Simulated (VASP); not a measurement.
## HfN (rocksalt type): relaxation of cell and atoms with PBEsol

Crystal: HfN (rocksalt type).

```
Hf N
1.0
     0.00000    2.15443    2.15443
     2.15443    0.00000    2.15443
     2.15443    2.15443    0.00000
Hf N
1 1
Direct
  0.00000 0.00000 0.00000
  0.50000 0.50000 0.50000
```

```json
{"Program": "VASP 6.6.1", "Task": "relaxation of cell and atoms", "Functional": "PBEsol", "Potentials or basis": "VASP PAW PBE potentials, release 64 (Hf_pv, N)", "Cutoff": "600 eV", "k mesh": "15 × 15 × 15", "Occupations": "fermi-dirac, width 0.08 eV", "Spin": "no spin polarisation", "Dipole correction": "no", "Further INCAR settings": "ALGO = Normal; EDIFF = 1e-06; IBRION = 2; EDIFFG = -0.005; NSW = 60; ISIF = 3"}
```

```
Relaxed volume                         : 11.32 Å³/atom
Relaxed cell                           : a = 3.175 Å, b = 3.175 Å, c = 3.175 Å, α = 60.00°, β = 60.00°, γ = 60.00°
Space group after relaxing (to 0.05 Å) : Fm-3m (No. 225)
Energy gained by relaxing              : 173.5 meV/atom
Ionic steps                            : 20
Pressure after relaxing                : 0.0 GPa
```

The path:
```csv
step,energy change (eV),largest force (eV/Å),pressure (GPa),volume (Å³)
1,0.0000,0.0000,47.12,20.00
2,0.9102,0.0000,-44.24,29.78
3,-0.3439,0.0000,-3.42,22.91
4,-0.3469,0.0000,-0.56,22.68
5,-0.3469,0.0000,0.15,22.62
6,-0.3469,0.0000,0.16,22.62
7,-0.3469,0.0000,0.16,22.62
8,-0.3469,0.0000,0.15,22.62
9,-0.3469,0.0000,0.15,22.62
10,-0.3469,0.0000,0.15,22.62
11,-0.3469,0.0000,0.15,22.62
12,-0.3469,0.0000,0.15,22.62
13,-0.3469,0.0000,0.15,22.62
14,-0.3469,0.0000,0.15,22.62
15,-0.3469,0.0000,0.15,22.62
16,-0.3469,0.0000,0.15,22.62
17,-0.3469,0.0000,0.15,22.62
18,-0.3469,0.0000,0.15,22.62
19,-0.3469,0.0000,0.14,22.63
20,-0.3469,0.0000,0.04,22.63
```

Final structure:
```xyz
2
Lattice="0.0000 2.2451 2.2451 2.2451 0.0000 2.2451 2.2451 2.2451 0.0000" Properties=species:S:1:pos:R:3 pbc="T T T"
Hf    0.0000    0.0000    0.0000
N     2.2451    2.2451    2.2451
```

Levels at points of the mesh, in eV from the Fermi level:
| k point | band 6 | band 7 | band 8 | band 9 | band 10 | band 11 |
| --- | --- | --- | --- | --- | --- | --- |
| (0.00, 0.00, 0.00) | -3.00 | -3.00 | -0.38 | -0.38 | -0.38 | 1.99 |

Wall time 2 min on 1 thread of Intel(R) Xeon(R) Platinum 8259CL CPU @ 2.50GHz (Skylake/Cascade Lake), on a shared host, peak memory 0.18 GiB.

Caveat: the PAW data sets were made with another functional, which shifts forces and pressure a little; spin-orbit coupling is left out, which moves the levels of the heavy elements.
